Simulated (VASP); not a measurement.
# BeS in VASP: a series of runs

The runs below take BeS through single point, with PBE.

Everything below comes from runs of VASP 6.6.1. Logs are shortened: lines on timing, memory, paths and dates and some standing lists are left out, and cuts for length are marked.

### Step 1. The cell of the first run

The structure is cubic, space group F-43m (No. 216). Conventional cell: a = 4.850 Å, b = 4.850 Å, c = 4.850 Å, α = 90.00°, β = 90.00°, γ = 90.00°. Within 2.8 Å of Be (site symmetry -43m) lie 4 S at 2.10 Å. S (site symmetry -43m) has 4 Be at 2.10 Å within 2.8 Å.

### Step 2. Single point, PBE

Input file INCAR:

```
SYSTEM = BeS
ALGO = Normal ; EDIFF = 1E-6
ENCUT = 600 ; GGA = PE
GGA_COMPAT = .False. ; ISIF = 2
ISMEAR = -1 ; LASPH = .True.
LCHARG = .True. ; LELF = .True.
LREAL = .False. ; LVHAR = .True.
LWAVE = .False. ; NBANDS = 11
NELM = 120 ; PREC = Accurate
SIGMA = 0.02
```

Input file KPOINTS:

```
k-points
0
Gamma
  7 7 7
  0 0 0
```

Input file POSCAR:

```
BeS
1.0
    0.0000000000      2.4250000000      2.4250000000
    2.4250000000      0.0000000000      2.4250000000
    2.4250000000      2.4250000000      0.0000000000
Be S
1 1
Direct
    0.0000000000      0.0000000000      0.0000000000
    0.2500000000      0.2500000000      0.2500000000
```

Potentials or basis: VASP PAW PBE potentials, release 64 (Be, S).

Run with:

```console
> cat potpaw_PBE.64/Be/POTCAR potpaw_PBE.64/S/POTCAR > POTCAR
> mpirun -np 1 vasp_std > vasp.out
```

OUTCAR:

```text
SYSTEM = BeS
   EDIFF = 1E-6
   ENCUT = 600
   GGA = PE
   ISIF = 2
   ISMEAR = -1
   LASPH = .True.
   LREAL = .False.
   NELM = 120
   PREC = Accurate

 ion  position               nearest neighbor table
   1  0.000  0.000  0.000-   2 2.10   2 2.10   2 2.10   2 2.10
   2  0.250  0.250  0.250-   1 2.10   1 2.10   1 2.10   1 2.10

  LATTYP: Found a face centered cubic cell.
 ALAT       =     4.8500000000

  Lattice vectors:

 A1 = (   0.0000000000,   2.4250000000,   2.4250000000)
 A2 = (   2.4250000000,   0.0000000000,   2.4250000000)
 A3 = (   2.4250000000,   2.4250000000,   0.0000000000)

Analysis of symmetry for initial positions (statically):
=====================================================================
 Subroutine PRICEL returns:
 Original cell was already a primitive cell.

 Routine SETGRP: Setting up the symmetry group for a
 face centered cubic supercell.

 Subroutine GETGRP returns: Found 24 space group operations
 (whereof 24 operations were pure point group operations)
 out of a pool of 48 trial point group operations.

The static configuration has the point symmetry T_d .

Analysis of symmetry for dynamics (positions and initial velocities):
=====================================================================
 Subroutine PRICEL returns:
 Original cell was already a primitive cell.

 Routine SETGRP: Setting up the symmetry group for a
 face centered cubic supercell.

 Subroutine GETGRP returns: Found 24 space group operations
 (whereof 24 operations were pure point group operations)
 out of a pool of 48 trial point group operations.

The dynamic configuration has the point symmetry T_d .

 Subroutine INISYM returns: Found 24 space group operations
 (whereof 24 operations are pure point group operations),
 and found     1 'primitive' translations

----------------------------------------------------------------------------------------

                                     Primitive cell

  volume of cell :      28.5210

  direct lattice vectors                    reciprocal lattice vectors
     0.000000000  2.425000000  2.425000000    -0.206185567  0.206185567  0.206185567
     2.425000000  0.000000000  2.425000000     0.206185567 -0.206185567  0.206185567
     2.425000000  2.425000000  0.000000000     0.206185567  0.206185567 -0.206185567

  length of vectors
     3.429467889  3.429467889  3.429467889     0.357123878  0.357123878  0.357123878

  position of ions in fractional coordinates (direct lattice)
     0.000000000  0.000000000  0.000000000
     0.250000000  0.250000000  0.250000000

  ion indices of the primitive-cell ions
   primitive index   ion index
                 1           1
                 2           2

----------------------------------------------------------------------------------------

 KPOINTS: k-points

Automatic generation of k-mesh.
 Grid dimensions read from file:
 generate k-points for:    7    7    7

 Generating k-lattice:

  Cartesian coordinates                     Fractional coordinates (reciprocal lattice)
    -0.029455081  0.029455081  0.029455081     0.142857143  0.000000000  0.000000000
     0.029455081 -0.029455081  0.029455081     0.000000000  0.142857143  0.000000000
     0.029455081  0.029455081 -0.029455081     0.000000000  0.000000000  0.142857143

  Length of vectors
     0.051017697  0.051017697  0.051017697

  Shift w.r.t. Gamma in fractional coordinates (k-lattice)
     0.000000000  0.000000000  0.000000000

 Subroutine IBZKPT returns following result:
 ===========================================

 Found     20 irreducible k-points:

 Following reciprocal coordinates:
            Coordinates               Weight
  0.000000  0.000000  0.000000      1.000000
  0.142857  0.000000  0.000000      8.000000
  0.285714  0.000000  0.000000      8.000000
  0.428571  0.000000  0.000000      8.000000
  0.142857  0.142857  0.000000      6.000000
  0.285714  0.142857  0.000000     24.000000
[... 12 lines left out ...]
 -0.428571  0.428571  0.142857     24.000000
 -0.285714  0.428571  0.142857     24.000000
   k-points           NKPTS =     20   k-points in BZ     NKDIM =     20   number of bands    NBANDS=     11
   number of dos      NEDOS =    301   number of ions     NIONS =      2
   total plane-waves  NPLWV =  21952
   dimension x,y,z NGX =    28 NGY =   28 NGZ =   28
   dimension x,y,z NGXF=    56 NGYF=   56 NGZF=   56
   ions per type =               1   1
   NGX,Y,Z   is equivalent  to a cutoff of  13.57, 13.57, 13.57 a.u.
   NGXF,Y,Z  is equivalent  to a cutoff of  27.15, 27.15, 27.15 a.u.
 SYSTEM =  BeS
   PREC   = accura    normal or accurate (medium, high low for compatibility)
   ISTART =      0    job   : 0-new  1-cont  2-samecut
   ICHARG =      2    charge: 1-file 2-atom 10-const
   ISPIN  =      1    spin polarized calculation?
   LNONCOLLINEAR =      F non collinear calculations
   LSORBIT =      F    spin-orbit coupling
   LASPH  =      T    aspherical Exc in radial PAW
   ENCUT  =  600.0 eV  44.10 Ry    6.64 a.u.   6.85  6.85  6.85*2*pi/ulx,y,z
   NELM   =    120;   NELMIN=  2; NELMDL= -5     # of ELM steps
   EDIFF  = 0.1E-05   stopping-criterion for ELM
   LREAL  =      F    real-space projection
   EDIFFG = 0.1E-04   stopping-criterion for IOM
   NSW    =      0    number of steps for IOM
   IBRION =     -1    ionic relax: 0-MD 1-quasi-New 2-CG
   NFREE  =      0    steps in history (QN), initial steepest desc. (CG)
   ISIF   =      2    stress and relaxation
   ISYM   =      2    0-nonsym 1-usesym 2-fastsym
   POTIM  = 0.5000    time-step for ionic-motion
   TEBEG  =    0.0;   TEEND  =   0.0 temperature during run
   PSTRESS=    0.0 pullay stress
   NELECT =       8.0000    total number of electrons
   NUPDOWN=      -1.0000    fix difference up-down
   EMIN   =  10.00;   EMAX   =-10.00  energy-range for DOS
   EFERMI =   0.00;   METHOD = LEGACY
   ISMEAR =    -1;   SIGMA  =   0.02  broadening in eV -4-tet -1-fermi 0-gaus
   EFERMI_NEDOS =   21; number of points for ismear=-14 and -15
   IALGO  =     38    algorithm
   IMIX   =      4    mixing-type and parameters
     AMIX     =   0.40;   BMIX     =  1.00
     AMIX_MAG =   1.60;   BMIX_MAG =  1.00
  volume/ion in A,a.u.               =      14.26        96.23
  Fermi-wavevector in a.u.,A,eV,Ry     =   1.071642  2.025110 15.625158  1.148417
  Thomas-Fermi vector in A             =   2.207388
   LORBIT       =      0    0 simple, 1 ext, 2 COOP (PROOUT), +10 PAW based schemes
   GGA     = PE    functional components
   LHFCALC =     F    Hartree Fock is set to
   AEXX    =    0.0000 exact exchange contribution
   IVDW    =     0    specifies the selected vdW correction
   LEPSILON=     F    determine dielectric tensor
   LRPA    =     F    only Hartree local field effects (RPA)
 non-spin polarized calculation
  energy-cutoff  :      600.00
  volume of cell :       28.52
 maximum number of plane-waves:       966
   NGX = 13   NGY = 13   NGZ = 13

 number of electron       7.9999999 magnetization

 Free energy of the ion-electron system (eV)
  ---------------------------------------------------
  ext. energy  EPLUGINS =         0.00000000
  ---------------------------------------------------
  free energy    TOTEN  =       -10.01065401 eV

  energy without entropy =      -10.01065401  energy(sigma->0) =      -10.01065401

 E-fermi :   4.6321     XC(G=0):  -9.7305

 val. band max:        4.1750788803   @ k =   0.0000   0.0000   0.0000
 cond. band min:       7.4394946936   @ k =   0.4286   0.4286   0.0000
 fundamental gap:      3.2644158134
 Fermi energy:         4.6320855511

 k-point     1 :       0.0000    0.0000    0.0000
  band No.  band energies     occupation
      1      -9.5174      2.00000
      2       4.1751      2.00000
      3       4.1751      2.00000
      4       4.1751      2.00000
      5       9.8446      0.00000
      6       9.8446      0.00000
      7       9.8446      0.00000
      8      10.0613      0.00000
      9      16.9885      0.00000
     10      16.9885      0.00000
     11      19.0478      0.00000

 k-point     2 :       0.1429    0.0000    0.0000
  band No.  band energies     occupation
      1      -9.2871      2.00000
      2       2.6853      2.00000
      3       3.9233      2.00000
      4       3.9233      2.00000
      5       9.7765      0.00000
      6      10.2900      0.00000
      7      10.2900      0.00000
      8      11.6358      0.00000
      9      16.1886      0.00000
     10      16.1886      0.00000
     11      18.8321      0.00000

 k-point     3 :       0.2857    0.0000    0.0000
  band No.  band energies     occupation
      1      -8.6742      2.00000
      2       0.3008      2.00000
      3       3.4708      2.00000
      4       3.4708      2.00000
      5       9.7158      0.00000
      6      10.8142      0.00000
      7      10.8142      0.00000
      8      13.9829      0.00000
      9      16.2927      0.00000
     10      16.2927      0.00000
     11      18.3851      0.00000

 k-point     4 :       0.4286    0.0000    0.0000
  band No.  band energies     occupation
      1      -8.0224      2.00000
      2      -1.3658      2.00000
      3       3.1796      2.00000
      4       3.1796      2.00000
      5       9.6626      0.00000
      6      10.7676      0.00000
      7      10.7676      0.00000
      8      15.2573      0.00000
      9      18.3154      0.00000
     10      18.3154      0.00000
     11      18.9887      0.00000
[... 183 lines left out ...]
 k-point    18 :      -0.4286    0.2857    0.1429
  band No.  band energies     occupation
      1      -7.6552      2.00000
      2      -0.7554      2.00000
      3       1.1285      2.00000
      4       2.2047      2.00000
      5      10.2652      0.00000
      6      11.0043      0.00000
      7      13.1119      0.00000
      8      14.2331      0.00000
      9      16.2127      0.00000
     10      18.7172      0.00000
     11      21.1073      0.00000

 k-point    19 :      -0.4286    0.4286    0.1429
  band No.  band energies     occupation
      1      -7.4547      2.00000
      2      -0.4634      2.00000
      3       0.9972      2.00000
      4       1.3289      2.00000
      5       8.9832      0.00000
      6      10.5225      0.00000
      7      13.7628      0.00000
      8      15.9253      0.00000
      9      17.5055      0.00000
     10      19.5131      0.00000
     11      21.0016      0.00000

 k-point    20 :      -0.2857    0.4286    0.1429
  band No.  band energies     occupation
      1      -7.3626      2.00000
      2      -0.2012      2.00000
      3       0.0917      2.00000
      4       1.4611      2.00000
      5       9.8747      0.00000
      6      12.2034      0.00000
      7      13.3339      0.00000
      8      13.7230      0.00000
      9      16.9043      0.00000
     10      18.7762      0.00000
     11      21.3984      0.00000

------------------------ aborting loop because EDIFF is reached ----------------------------------------

  FORCE on cell =-STRESS in cart. coord.  units (eV):
  Direction    XX          YY          ZZ          XY          YZ          ZX
  --------------------------------------------------------------------------------------
  -------------------------------------------------------------------------------------
  Total        0.2843486      0.2843486      0.2843486     -0.0000000      0.0000000      0.0000000
  in kB       15.9733641     15.9733641     15.9733641     -0.0000000      0.0000000      0.0000000
  external PRESSURE =      15.9733641 kB  Pullay stress =       0.0000000 kB

 VOLUME and BASIS-vectors are now :
 -----------------------------------------------------------------------------
  energy-cutoff  :      600.00
  volume of cell :       28.52
      direct lattice vectors                 reciprocal lattice vectors
     0.000000000  2.425000000  2.425000000    -0.206185567  0.206185567  0.206185567
     2.425000000  0.000000000  2.425000000     0.206185567 -0.206185567  0.206185567
     2.425000000  2.425000000  0.000000000     0.206185567  0.206185567 -0.206185567

 POSITION                                       TOTAL-FORCE (eV/Angst)
 -----------------------------------------------------------------------------------
      0.00000      0.00000      0.00000         0.000000     -0.000000      0.000000
      1.21250      1.21250      1.21250        -0.000000      0.000000     -0.000000
 -----------------------------------------------------------------------------------
    total drift:                               -0.000000     -0.000000      0.000000

  FREE ENERGIE OF THE ION-ELECTRON SYSTEM (eV)
  ---------------------------------------------------
  free  energy   TOTEN  =       -10.0106540110 eV

  energy  without entropy=      -10.0106540110  energy(sigma->0) =      -10.01065401
```

Run time: 18 s. Hardware: 1 thread of Intel Xeon 8259CL, shared host; peak memory 0.15 GiB.

What came out:

- Free energy: -10.0107 eV
- Pressure: 1.6 GPa
- Band gap on the k mesh: 3.26 eV (least direct gap 5.67 eV)

Caveat: an odd mesh through Γ misses points on the zone boundary, where band edges can lie.

### Step 3. Single point, PBE

Input file INCAR:

```
PREC = Accurate
ENCUT = 600
EDIFF = 1E-6
ISMEAR = -1
SIGMA = 0.02
LREAL = F
LASPH = T
NELM = 120
ALGO = Normal
ISIF = 2
LWAVE = F
LCHARG = T
GGA = PE
LELF = T
LVHAR = T
NBANDS = 11
GGA_COMPAT = F
```

Input file KPOINTS:

```
regular mesh
0
Gamma
  7 7 7
```

Input file POSCAR:

```
BeS
1.0
    0.0000000000      2.4525591775      2.3708072049
    2.4525591775      0.0000000000      2.3708072049
    2.4525591775      2.4525591775      0.0000000000
Be S
1 1
Direct
    0.0000000000      0.0000000000      0.0000000000
    0.2500000000      0.2500000000      0.2500000000
```

Potentials or basis: VASP PAW PBE potentials, release 64 (Be, S).

Run with:

```console
> cat potpaw_PBE.64/Be/POTCAR potpaw_PBE.64/S/POTCAR > POTCAR
> mpirun -np 1 vasp_std > vasp.out
```

OUTCAR:

```text
PREC = Accurate
   ENCUT = 600
   EDIFF = 1E-6
   ISMEAR = -1
   LREAL = F
   LASPH = T
   NELM = 120
   ISIF = 2
   GGA = PE

 ion  position               nearest neighbor table
   1  0.000  0.000  0.000-   2 2.10   2 2.10   2 2.10   2 2.10
   2  0.250  0.250  0.250-   1 2.10   1 2.10   1 2.10   1 2.10

  LATTYP: Found a body centered tetragonal cell.
 ALAT       =     3.4684424513
 C/A-ratio  =     1.3670731103

  Lattice vectors:

 A1 = (   0.0000000000,  -2.4525591775,  -2.3708072049)
[... 510 lines left out ...]
      4       2.2630      2.00000
      5      10.1017      0.00000
      6      10.9360      0.00000
      7      12.8690      0.00000
      8      14.3153      0.00000
      9      16.3625      0.00000
     10      18.9970      0.00000
     11      21.1676      0.00000

 [... further k-points ...]
[... 5 lines left out ...]
  --------------------------------------------------------------------------------------
  -------------------------------------------------------------------------------------
  Total        0.0974015      0.0974015      0.6497207      0.0000000      0.0000000      0.0000000
  in kB        5.4715571      5.4715571     36.4982522      0.0000000      0.0000000      0.0000000
  external PRESSURE =      15.8137888 kB  Pullay stress =       0.0000000 kB

 VOLUME and BASIS-vectors are now :
 -----------------------------------------------------------------------------
  energy-cutoff  :      600.00
  volume of cell :       28.52
      direct lattice vectors                 reciprocal lattice vectors
     0.000000000  2.452559177  2.370807205    -0.203868679  0.203868679  0.210898634
     2.452559177  0.000000000  2.370807205     0.203868679 -0.203868679  0.210898634
     2.452559177  2.452559177  0.000000000     0.203868679  0.203868679 -0.210898634

 POSITION                                       TOTAL-FORCE (eV/Angst)
 -----------------------------------------------------------------------------------
      0.00000      0.00000      0.00000         0.000000      0.000000      0.000000
      1.22628      1.22628      1.18540        -0.000000     -0.000000     -0.000000
 -----------------------------------------------------------------------------------
    total drift:                                0.000000      0.000000     -0.000000

  FREE ENERGIE OF THE ION-ELECTRON SYSTEM (eV)
  ---------------------------------------------------
  free  energy   TOTEN  =       -10.0042861661 eV

  energy  without entropy=      -10.0042861661  energy(sigma->0) =      -10.00428617
```

stdout:

```text
POSCAR found type information on POSCAR BeS
 POSCAR found :  2 types and       2 ions
 scaLAPACK will be used
 LDA part: xc-table for (Slater+PW92), standard interpolation
 POSCAR, INCAR and KPOINTS ok, starting setup
 FFT: planning ... GRIDC
 FFT: planning ... GRID_SOFT
 FFT: planning ... GRID
 WAVECAR not read
 entering main loop
```

It took 27 s on 1 thread of Intel Xeon 8259CL, shared host; peak memory 0.15 GiB.

What came out:

* Free energy: -10.0043 eV
* Pressure: 1.6 GPa
* Band gap on the k mesh: 3.00 eV (least direct gap 5.53 eV)

Stress tensor (GPa, compression positive):
```
0.55 0.00 0.00
0.00 0.55 0.00
0.00 0.00 3.65
```

Caveat: an odd mesh through Γ misses points on the zone boundary, where band edges can lie.

(Part 1 of 2 ends here.)
